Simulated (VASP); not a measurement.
Crystal: In.

```
In
1.0
     3.35757    0.00000    0.00000
    -1.67879    2.90775    0.00000
     0.00000    0.00000    5.54563
In
2
Direct
  0.66667 0.33333 0.75000
  0.33333 0.66667 0.25000
```

Base run:

| Quantity | Value |
| --- | --- |
| Program | VASP 6.6.1 |
| Functional | r2SCAN |
| Potentials or basis | VASP PAW PBE potentials, release 64 (In_d) |
| Cutoff | 520 eV |
| k mesh | 9 × 9 × 5 |
| Occupations | fermi-dirac, width 0.05 eV |
| Spin | no spin polarisation |

Its results: band gap on the k mesh zero (band 13 reaches 9.35 eV, above the bottom of band 14 at 5.17 eV); pressure -1.0 GPa.

Problem. The run is repeated on the same cell with these changes: functional from r2SCAN to LDA; potentials or basis from VASP PAW PBE potentials, release 64 (In_d) to VASP PAW LDA potentials, release 64 (In_d). What comes out?

Solution. Band gap on the k mesh zero (band 13 reaches 8.91 eV, above the bottom of band 14 at 5.02 eV); pressure -3.4 GPa.

Caveats: spin-orbit coupling is left out, which moves the levels of the heavy elements; the PAW data sets were made with another functional, which shifts forces and pressure a little (some runs).
